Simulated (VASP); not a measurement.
Input of a VASP 6.6.1 run:

File INCAR:

```
PREC = Accurate
ENCUT = 520
EDIFF = 1E-6
ISMEAR = 0
SIGMA = 0.02
LREAL = Auto
LASPH = True
NELM = 100
ALGO = Normal
ISIF = 2
LWAVE = False
LCHARG = False
GGA = PE
IBRION = 2
NSW = 80
EDIFFG = -0.03
```

KPOINTS

```
regular mesh
0
Gamma
  3 3 3
```

File POSCAR:

```
Mg9O8
1.0
    0.0000000000      4.0150000000      4.0150000000
    4.0150000000      0.0000000000      4.0150000000
    4.0150000000      4.0150000000      0.0000000000
Mg O
9 8
Direct
    0.0000000000      0.0000000000      0.0000000000
    0.0000000000      0.0000000000      0.5000000000
    0.0000000000      0.5000000000      0.0000000000
    0.0000000000      0.5000000000      0.5000000000
    0.5000000000      0.0000000000      0.0000000000
    0.5000000000      0.0000000000      0.5000000000
    0.5000000000      0.5000000000      0.0000000000
    0.5000000000      0.5000000000      0.5000000000
    0.8861403000      0.8694501000      0.8614388000
    0.2500000000      0.2500000000      0.2500000000
    0.2500000000      0.2500000000      0.7500000000
    0.2500000000      0.7500000000      0.2500000000
    0.2500000000      0.7500000000      0.7500000000
    0.7500000000      0.2500000000      0.2500000000
    0.7500000000      0.2500000000      0.7500000000
    0.7500000000      0.7500000000      0.2500000000
    0.7500000000      0.7500000000      0.7500000000
```

Potentials or basis: VASP PAW PBE potentials, release 64 (Mg, O).

Run with:

```console
$ cat potpaw_PBE.64/Mg/POTCAR potpaw_PBE.64/O/POTCAR > POTCAR
$ mpirun -np 1 vasp_std > vasp.out
```

Question: Estimate the band gap on the k mesh.

Answer: Zero (bands 33 and 34 overlap by 0.58 eV).

Question: What does it give for the energy gained by relaxing?

Answer: 392.5 meV/atom.

Step by step:
| step | energy change (eV) | largest force (eV/Å) | pressure (GPa) |
| --- | --- | --- | --- |
| 1 | 0.0000 | 12.6437 | 92.87 |
| 2 | 3.9738 | 20.2618 | 117.13 |
| 3 | -6.0942 | 1.9954 | 92.99 |
| 4 | -6.0964 | 1.9193 | 92.85 |
| 5 | -6.4802 | 1.6222 | 91.03 |
| 6 | -6.4814 | 1.7834 | 91.13 |
| 7 | -6.6174 | 0.9687 | 90.53 |
| 8 | -6.6428 | 0.6362 | 90.69 |
| 9 | -6.6681 | 0.3195 | 91.16 |
| 10 | -6.6697 | 0.2219 | 91.05 |
| 11 | -6.6707 | 0.1864 | 90.99 |
| 12 | -6.6714 | 0.0678 | 91.01 |
| 13 | -6.6718 | 0.0326 | 91.01 |
| 14 | -6.6719 | 0.0467 | 91.01 |
| 15 | -6.6721 | 0.0224 | 91.02 |

Caveat: the k points lie up to 0.45 Å⁻¹ apart, too coarse for converged energies and pressures of a metal.
